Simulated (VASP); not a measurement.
**NiH3: relaxation of volume and atoms at fixed shape with PBEsol**

The system is NiH3.

```
CELL_PARAMETERS angstrom
5.10811 0.00000 0.00000
-2.55405 4.42375 0.00000
0.00000 0.00000 2.34043
ATOMIC_POSITIONS crystal
Ni 0.66667 0.33333 0.25000
Ni 0.33333 0.66667 0.75000
H 0.41910 0.20955 0.75000
H 0.79045 0.20955 0.75000
H 0.79045 0.58090 0.75000
H 0.58090 0.79045 0.25000
H 0.20955 0.79045 0.25000
H 0.20955 0.41910 0.25000
```

| Quantity | Value |
| --- | --- |
| Program | VASP 6.6.1 |
| Task | relaxation of volume and atoms at fixed shape |
| Functional | PBEsol |
| Potentials or basis | VASP PAW PBE potentials, release 64 (Ni, H) |
| Cutoff | 600 eV |
| k mesh | 6 × 6 × 10 |
| Occupations | fermi-dirac, width 0.02 eV |
| Spin | collinear spin, ferromagnetic start |
| Starting moments | [1.5, 1.5, 0.0, 0.0, 0.0, 0.0, 0.0, 0.0] μB |
| Dipole correction | no |
| Further INCAR settings | ALGO = Normal; EDIFF = 1e-06; IBRION = 2; EDIFFG = -0.01; NSW = 80; ISIF = 8 |

```json
{
 "Relaxed volume": "6.53 Å³/atom",
 "Relaxed cell": "a = 5.088 Å, b = 5.088 Å, c = 2.331 Å, α = 90.00°, β = 90.00°, γ = 120.00°",
 "Space group after relaxing (to 0.1 Å)": "P6_3/mmc (No. 194)",
 "Energy gained by relaxing": "2.9 meV/atom",
 "Ionic steps": "5",
 "Pressure after relaxing": "0.1 GPa",
 "Largest force after relaxing": "0.009 eV/Å",
 "Band gap on the k mesh": "zero (filled and empty bands overlap)",
 "Net moment": "0.00 μB per cell",
 "Valence electrons inside the program's atomic spheres": "Ni 9.66; H 0.51"
}
```

Forces on the atoms (eV/Å):
```
Ni   0.000  0.000  0.000
Ni   0.000  0.000  0.000
H   -0.008 -0.005  0.000
H    0.008 -0.005  0.000
H    0.000  0.009  0.000
H    0.008  0.005  0.000
H   -0.008  0.005  0.000
H    0.000 -0.009  0.000
```

Stress tensor (GPa, compression positive):
```
 0.16  0.00  0.00
 0.00  0.16  0.00
 0.00  0.00 -0.15
```

The path:
```tsv
step	energy change (eV)	largest force (eV/Å)	pressure (GPa)	volume (Å³)
1	0.0000	0.2578	1.68	52.89
2	-0.0143	0.0865	-0.77	53.42
3	-0.0147	0.0551	-1.18	53.52
4	-0.0181	0.0435	-0.95	53.20
5	-0.0230	0.0094	0.06	52.26
```

Final structure:
```yaml
crystal:
  lattice:
    - [5.08783, 0.00000, 0.00000]
    - [-2.54391, 4.40619, 0.00000]
    - [0.00000, 0.00000, 2.33114]
  atoms:
    - { symbol: Ni, position: [0.66667, 0.33333, 0.25000] }
    - { symbol: Ni, position: [0.33333, 0.66667, 0.75000] }
    - { symbol: H, position: [0.41160, 0.20580, 0.75000] }
    - { symbol: H, position: [0.79420, 0.20580, 0.75000] }
    - { symbol: H, position: [0.79420, 0.58840, 0.75000] }
    - { symbol: H, position: [0.58840, 0.79420, 0.25000] }
    - { symbol: H, position: [0.20580, 0.79420, 0.25000] }
    - { symbol: H, position: [0.20580, 0.41160, 0.25000] }
```

Levels at points of the mesh, in eV from the Fermi level:
Spin up:
| k point | band 10 | band 11 | band 12 | band 13 | band 14 | band 15 | band 16 | band 17 |
| --- | --- | --- | --- | --- | --- | --- | --- | --- |
| (0.00, 0.00, 0.00) | -1.86 | -1.86 | -1.73 | -1.73 | -1.58 | -0.23 | -0.23 | 4.11 |
| (0.50, 0.00, 0.00) | -1.87 | -1.83 | -1.76 | -1.72 | -0.88 | 0.75 | 1.01 | 6.03 |
| (0.00, 0.00, 0.50) | -2.08 | -1.21 | -1.21 | 3.75 | 3.75 | 3.75 | 3.75 | 5.36 |
| (0.50, 0.00, 0.50) | -2.12 | -1.55 | -1.55 | 2.41 | 2.41 | 3.38 | 3.38 | 5.03 |
Spin down:
```
           k point  band 10  band 11  band 12  band 13  band 14  band 15  band 16  band 17
(0.00, 0.00, 0.00)    -1.86    -1.86    -1.73    -1.73    -1.58    -0.23    -0.23     4.11
(0.50, 0.00, 0.00)    -1.87    -1.83    -1.76    -1.72    -0.88     0.75     1.01     6.03
(0.00, 0.00, 0.50)    -2.08    -1.21    -1.21     3.75     3.75     3.75     3.75     5.36
(0.50, 0.00, 0.50)    -2.12    -1.55    -1.55     2.41     2.41     3.38     3.38     5.03
```

Run time: 4.4 min on 1 thread of Intel(R) Xeon(R) Platinum 8488C (Sapphire Rapids) (shared host), peak memory 0.26 GiB.

Caveat: the PAW data sets were made with another functional, which shifts forces and pressure a little.
